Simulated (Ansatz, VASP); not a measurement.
**SrTiO3: VASP beside Ansatz**

The input INCAR:

```
SYSTEM = SrTiO3
PREC = Accurate
ENCUT = 520
EDIFF = 1E-8
ISMEAR = -1
SIGMA = 0.05
LREAL = .False.
LASPH = .True.
NELM = 100
ALGO = Normal
ISIF = 2
LWAVE = .False.
LCHARG = .False.
GGA = PS
LEFG = .True.
NBANDS = 28
```

Contents of KPOINTS:

```
regular mesh
0
Gamma
  7 7 7
  0 0 0
```

File POSCAR:

```
SrTiO3
1.0
    3.9563874719      0.0000000000      0.0000000000
    0.0000000000      3.9563874719      0.0000000000
    0.0000000000      0.0000000000      3.9563874719
Sr Ti O
1 1 3
Direct
    0.0000000000      0.0000000000      0.0000000000
    0.5000000000      0.5000000000      0.5000000000
    0.0000000000      0.5000000000      0.5000000000
    0.5000000000      0.0000000000      0.5000000000
    0.5000000000      0.5000000000      0.0000000000
```

Input for Ansatz:

```yaml
crystal:
  lattice:
    - [3.9563874719, 0.0, 0.0]
    - [0.0, 3.9563874719, 0.0]
    - [0.0, 0.0, 3.9563874719]
  atoms:
    - { symbol: Sr, position: [0.0, 0.0, 0.0] }
    - { symbol: Ti, position: [0.5, 0.5, 0.5] }
    - { symbol: O, position: [0.0, 0.5, 0.5] }
    - { symbol: O, position: [0.5, 0.0, 0.5] }
    - { symbol: O, position: [0.5, 0.5, 0.0] }
kpoints:
  mp_grid: { grid: [7, 7, 7] }
scf:
  occupations: { method: fermi_dirac, width: 0.05 }
hamiltonian:
  xc: pbesol
  pseudopotentials: { kind: all_electron, datasets: crystal }
output:
  forces: true
  stress: true
  eigenvalues: true
  efg: { contact_densities: true }
```

Change from the starting cell: volume scaled by 1.04, crystal datasets.

Alike in both runs: task electric field gradients; functional PBEsol; k mesh 7 × 7 × 7; occupations fermi-dirac, width 0.05 eV; no spin polarisation.

```csv
,VASP,Ansatz
version,VASP 6.6.1,Ansatz 0.2.0
potentials or method,"VASP PAW PBE potentials, release 64 (Sr_sv, Ti_sv, O), cutoff 520 eV","all-electron PAW with datasets made for the crystal, scalar-relativistic"
```

VASP gave:

* pressure (GPa): -7.7
* size of Vzz on the site where it differs most (V/Å²): 13.3

Question: What did Ansatz give for the same quantities?

Answer: Pressure (GPa): -8.3; size of Vzz on the site where it differs most (V/Å²): 14.0.

VASP's potentials were made for PBE, not for PBEsol. Ansatz ran all-electron here, and VASP with PAW potentials.
